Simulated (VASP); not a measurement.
# Mo (Im-3m) in VASP: a series of runs

Runs on Mo. Level: r2SCAN. Tasks: single point, relaxation of volume and atoms at fixed shape.

Everything below comes from runs of VASP 6.6.1. Logs are shortened: lines on timing, memory, paths and dates and some standing lists are left out, and cuts for length are marked.

## Step 1: The cell of the first run

The structure is cubic, space group Im-3m (No. 229). Conventional cell: a = 3.148 Å, b = 3.148 Å, c = 3.148 Å, α = 90.00°, β = 90.00°, γ = 90.00°. Within 3.6 Å of Mo (site symmetry m-3m) lie 14 Mo at 2.73 to 3.15 Å.

## Step 2: Single point, r2SCAN

The input, POSCAR:

```
Mo
1.0
   -1.5742165441      1.5742165441      1.5742165441
    1.5742165441     -1.5742165441      1.5742165441
    1.5742165441      1.5742165441     -1.5742165441
Mo
1
Direct
    0.0000000000      0.0000000000      0.0000000000
```

The input, INCAR.step1:

```
SYSTEM = Mo
PREC = Accurate
ENCUT = 520
ISMEAR = -1
SIGMA = 0.02
LREAL = .FALSE.
LASPH = .TRUE.
NELM = 80
NBANDS = 13
GGA = PE
ALGO = Normal
EDIFF = 1E-4
LWAVE = .TRUE.
LCHARG = .FALSE.
```

The input, INCAR.step2:

```
SYSTEM = Mo
PREC = Accurate
ENCUT = 520
EDIFF = 1E-6
ISMEAR = -1
SIGMA = 0.02
LREAL = .FALSE.
LASPH = .TRUE.
NELM = 80
ALGO = Normal
ISIF = 2
LWAVE = .FALSE.
LCHARG = .FALSE.
METAGGA = R2SCAN
LMIXTAU = .TRUE.
NBANDS = 13
ISTART = 1
```

The input, KPOINTS:

```
Automatic mesh
0
G
  10 10 10
  0 0 0
```

Potentials or basis: VASP PAW PBE potentials, release 64 (Mo_sv).

Command:

```console
$ cat potpaw_PBE.64/Mo_sv/POTCAR > POTCAR
$ cp INCAR.step1 INCAR
$ mpirun -np 1 vasp_std > vasp.out
$ cp INCAR.step2 INCAR
$ mpirun -np 1 vasp_std > vasp.out
```

OUTCAR:

```text
SYSTEM = Mo
   PREC = Accurate
   ENCUT = 520
   EDIFF = 1E-6
   ISMEAR = -1
   LREAL = .FALSE.
   LASPH = .TRUE.
   NELM = 80
   ISIF = 2
   METAGGA = R2SCAN
   ISTART = 1

 ion  position               nearest neighbor table
   1  0.000  0.000  0.000-

  LATTYP: Found a body centered cubic cell.
 ALAT       =     3.1484330882

  Lattice vectors:

 A1 = (  -1.5742165441,   1.5742165441,   1.5742165441)
 A2 = (   1.5742165441,  -1.5742165441,   1.5742165441)
 A3 = (   1.5742165441,   1.5742165441,  -1.5742165441)

Analysis of symmetry for initial positions (statically):
=====================================================================
 Subroutine PRICEL returns:
 Original cell was already a primitive cell.

 Routine SETGRP: Setting up the symmetry group for a
 body centered cubic supercell.

 Subroutine GETGRP returns: Found 48 space group operations
 (whereof 48 operations were pure point group operations)
 out of a pool of 48 trial point group operations.

The static configuration has the point symmetry O_h .

Analysis of symmetry for dynamics (positions and initial velocities):
=====================================================================
 Subroutine PRICEL returns:
 Original cell was already a primitive cell.

 Routine SETGRP: Setting up the symmetry group for a
 body centered cubic supercell.

 Subroutine GETGRP returns: Found 48 space group operations
 (whereof 48 operations were pure point group operations)
 out of a pool of 48 trial point group operations.

The dynamic configuration has the point symmetry O_h .

 Subroutine INISYM returns: Found 48 space group operations
 (whereof 48 operations are pure point group operations),
 and found     1 'primitive' translations

----------------------------------------------------------------------------------------

                                     Primitive cell

  volume of cell :      15.6046

  direct lattice vectors                    reciprocal lattice vectors
    -1.574216544  1.574216544  1.574216544     0.000000000  0.317618311  0.317618311
     1.574216544 -1.574216544  1.574216544     0.317618311  0.000000000  0.317618311
     1.574216544  1.574216544 -1.574216544     0.317618311  0.317618311  0.000000000

  length of vectors
     2.726623036  2.726623036  2.726623036     0.449180123  0.449180123  0.449180123

  position of ions in fractional coordinates (direct lattice)
     0.000000000  0.000000000  0.000000000

  ion indices of the primitive-cell ions
   primitive index   ion index
                 1           1

----------------------------------------------------------------------------------------

 KPOINTS: Automatic mesh

Automatic generation of k-mesh.
 Grid dimensions read from file:
 generate k-points for:   10   10   10

 Generating k-lattice:

  Cartesian coordinates                     Fractional coordinates (reciprocal lattice)
     0.000000000  0.031761831  0.031761831     0.100000000  0.000000000  0.000000000
     0.031761831  0.000000000  0.031761831     0.000000000  0.100000000  0.000000000
     0.031761831  0.031761831  0.000000000     0.000000000  0.000000000  0.100000000

  Length of vectors
     0.044918012  0.044918012  0.044918012

  Shift w.r.t. Gamma in fractional coordinates (k-lattice)
     0.000000000  0.000000000  0.000000000

 Subroutine IBZKPT returns following result:
 ===========================================

 Found     47 irreducible k-points:

 Following reciprocal coordinates:
            Coordinates               Weight
  0.000000  0.000000  0.000000      1.000000
  0.100000  0.000000  0.000000     12.000000
  0.200000  0.000000  0.000000     12.000000
  0.300000  0.000000  0.000000     12.000000
  0.400000  0.000000  0.000000     12.000000
  0.500000  0.000000  0.000000      6.000000
[... 16 lines left out ...]
  0.300000  0.300000  0.100000      8.000000
 -0.300000  0.300000  0.100000     24.000000
 [... further k-points ...]
   k-points           NKPTS =     47   k-points in BZ     NKDIM =     47   number of bands    NBANDS=     13
   number of dos      NEDOS =    301   number of ions     NIONS =      1
   total plane-waves  NPLWV =   8000
   dimension x,y,z NGX =    20 NGY =   20 NGZ =   20
   dimension x,y,z NGXF=    40 NGYF=   40 NGZF=   40
   ions per type =               1
   NGX,Y,Z   is equivalent  to a cutoff of  12.19, 12.19, 12.19 a.u.
   NGXF,Y,Z  is equivalent  to a cutoff of  24.39, 24.39, 24.39 a.u.
 SYSTEM =  Mo
   PREC   = accura    normal or accurate (medium, high low for compatibility)
   ISTART =      1    job   : 0-new  1-cont  2-samecut
   ICHARG =      0    charge: 1-file 2-atom 10-const
   ISPIN  =      1    spin polarized calculation?
   LNONCOLLINEAR =      F non collinear calculations
   LSORBIT =      F    spin-orbit coupling
   LASPH  =      T    aspherical Exc in radial PAW
   ENCUT  =  520.0 eV  38.22 Ry    6.18 a.u.   5.07  5.07  5.07*2*pi/ulx,y,z
   NELM   =     80;   NELMIN=  2; NELMDL=  0     # of ELM steps
   EDIFF  = 0.1E-05   stopping-criterion for ELM
   LREAL  =      F    real-space projection
   EDIFFG = 0.1E-04   stopping-criterion for IOM
   NSW    =      0    number of steps for IOM
   IBRION =     -1    ionic relax: 0-MD 1-quasi-New 2-CG
   NFREE  =      0    steps in history (QN), initial steepest desc. (CG)
   ISIF   =      2    stress and relaxation
   ISYM   =      2    0-nonsym 1-usesym 2-fastsym
   POTIM  = 0.5000    time-step for ionic-motion
   TEBEG  =    0.0;   TEEND  =   0.0 temperature during run
   PSTRESS=    0.0 pullay stress
   NELECT =      14.0000    total number of electrons
   NUPDOWN=      -1.0000    fix difference up-down
   EMIN   =  10.00;   EMAX   =-10.00  energy-range for DOS
   EFERMI =   0.00;   METHOD = LEGACY
   ISMEAR =    -1;   SIGMA  =   0.02  broadening in eV -4-tet -1-fermi 0-gaus
   EFERMI_NEDOS =   21; number of points for ismear=-14 and -15
   IALGO  =     38    algorithm
   IMIX   =      4    mixing-type and parameters
     AMIX     =   0.40;   BMIX     =  1.00
     AMIX_MAG =   1.60;   BMIX_MAG =  1.00
  volume/ion in A,a.u.               =      15.60       105.31
  Fermi-wavevector in a.u.,A,eV,Ry     =   1.578943  2.983769 33.920142  2.493060
  Thomas-Fermi vector in A             =   2.679397
   LORBIT       =      0    0 simple, 1 ext, 2 COOP (PROOUT), +10 PAW based schemes
   METAGGA = R2SCAN    functional components
   LHFCALC =     F    Hartree Fock is set to
   AEXX    =    0.0000 exact exchange contribution
   IVDW    =     0    specifies the selected vdW correction
   LEPSILON=     F    determine dielectric tensor
   LRPA    =     F    only Hartree local field effects (RPA)
 non-spin polarized calculation
  energy-cutoff  :      520.00
  volume of cell :       15.60
 maximum number of plane-waves:       430
   NGX = 11   NGY = 11   NGZ = 11

 number of electron      14.0000001 magnetization

 Free energy of the ion-electron system (eV)
  ---------------------------------------------------
  ext. energy  EPLUGINS =         0.00000000
  ---------------------------------------------------
  free energy    TOTEN  =       -26.05573897 eV

  energy without entropy =      -26.05380547  energy(sigma->0) =      -26.05477222

 E-fermi :  12.7234     XC(G=0): -14.6414

 val. band max:       12.7184954369   @ k =  -0.2000   0.2000   0.2000
 cond. band min:      12.7707720224   @ k =   0.4000   0.1000   0.0000
 fundamental gap:      0.0522765855
 Fermi energy:        12.7234426993

 k-point     1 :       0.0000    0.0000    0.0000
  band No.  band energies     occupation
      1     -50.6105      2.00000
      2     -23.0809      2.00000
      3     -23.0809      2.00000
      4     -23.0809      2.00000
      5       4.9130      2.00000
      6      11.1685      2.00000
      7      11.1685      2.00000
      8      11.1685      2.00000
      9      14.5092      0.00000
     10      14.5092      0.00000
     11      28.0791      0.00000
     12      28.0791      0.00000
     13      28.0791      0.00000

 k-point     2 :       0.1000    0.0000    0.0000
  band No.  band energies     occupation
      1     -50.5829      2.00000
      2     -23.2358      2.00000
      3     -23.1283      2.00000
      4     -23.0821      2.00000
      5       5.3692      2.00000
      6      10.9115      2.00000
      7      11.1113      2.00000
      8      11.6012      2.00000
      9      14.1638      0.00000
     10      14.5157      0.00000
     11      28.3917      0.00000
     12      28.8541      0.00000
     13      28.9075      0.00000

 k-point     3 :       0.2000    0.0000    0.0000
  band No.  band energies     occupation
      1     -50.5100      2.00000
      2     -23.6302      2.00000
      3     -23.2508      2.00000
      4     -23.0852      2.00000
      5       6.4821      2.00000
      6      10.3017      2.00000
      7      10.8998      2.00000
      8      12.8379      0.00651
      9      13.8373      0.00000
     10      14.5845      0.00000
     11      28.5537      0.00000
     12      29.8956      0.00000
     13      30.9869      0.00000
[... 305 lines left out ...]
 k-point    23 :       0.3000    0.3000    0.1000
  band No.  band energies     occupation
      1     -50.2905      2.00000
      2     -24.0523      2.00000
      3     -24.0523      2.00000
      4     -23.4116      2.00000
      5       8.6794      2.00000
      6      10.2312      2.00000
      7      10.2312      2.00000
      8      15.1441      0.00000
      9      15.1441      0.00000
     10      23.1092      0.00000
     11      23.5947      0.00000
     12      23.5947      0.00000
     13      28.0875      0.00000

 k-point    24 :      -0.3000    0.3000    0.1000
  band No.  band energies     occupation
      1     -50.3962      2.00000
      2     -24.0763      2.00000
      3     -23.4521      2.00000
      4     -23.2016      2.00000
      5       7.6670      2.00000
      6      10.0782      2.00000
      7      10.8545      2.00000
      8      13.2123      0.00000
      9      14.5326      0.00000
     10      15.5500      0.00000
     11      27.5554      0.00000
     12      29.1350      0.00000
     13      33.4555      0.00000

 [... further k-points ...]

------------------------ aborting loop because EDIFF is reached ----------------------------------------

  FORCE on cell =-STRESS in cart. coord.  units (eV):
  Direction    XX          YY          ZZ          XY          YZ          ZX
  --------------------------------------------------------------------------------------
  -------------------------------------------------------------------------------------
  Total        0.1051333      0.1051333      0.1051333      0.0000000     -0.0000000      0.0000000
  in kB       10.7943748     10.7943748     10.7943748      0.0000000     -0.0000000      0.0000000
  external PRESSURE =      10.7943748 kB  Pullay stress =       0.0000000 kB

 VOLUME and BASIS-vectors are now :
 -----------------------------------------------------------------------------
  energy-cutoff  :      520.00
  volume of cell :       15.60
      direct lattice vectors                 reciprocal lattice vectors
    -1.574216544  1.574216544  1.574216544     0.000000000  0.317618311  0.317618311
     1.574216544 -1.574216544  1.574216544     0.317618311  0.000000000  0.317618311
     1.574216544  1.574216544 -1.574216544     0.317618311  0.317618311  0.000000000

 POSITION                                       TOTAL-FORCE (eV/Angst)
 -----------------------------------------------------------------------------------
      0.00000      0.00000      0.00000         0.000000     -0.000000     -0.000000
 -----------------------------------------------------------------------------------
    total drift:                                0.000000     -0.000000      0.000000

  FREE ENERGIE OF THE ION-ELECTRON SYSTEM (eV)
  ---------------------------------------------------
  free  energy   TOTEN  =       -26.0557389712 eV

  energy  without entropy=      -26.0538054711  energy(sigma->0) =      -26.05477222
```

Wall time 30 s (1 thread of Intel Xeon Platinum 8259CL at 2.50GHz (Skylake/Cascade Lake), shared host); peak memory 0.13 GiB.

Results:

```yaml
Free_energy: -26.0557 eV
Pressure: 1.1 GPa
Band_gap_on_the_k_mesh: zero (band 7 reaches 16.75 eV, above the bottom of band 8 at 11.17 eV)
```

Levels at points of the mesh, in eV from the Fermi level:
```tsv
k point	band 3	band 4	band 5	band 6	band 7	band 8	band 9	band 10	band 11	band 12
(0.00, 0.00, 0.00)	-35.80	-35.80	-7.81	-1.55	-1.55	-1.55	1.79	1.79	15.36	15.36
(0.50, 0.00, 0.00)	-36.28	-35.82	-5.74	-3.72	1.45	1.77	2.47	4.82	12.14	12.37
(0.50, 0.50, 0.50)	-36.85	-36.85	-5.80	-5.80	4.03	4.03	4.03	9.35	9.35	9.35
```

Caveat: the PAW data sets were made with another functional, which shifts forces and pressure a little.

(Part 1 of 2 ends here.)
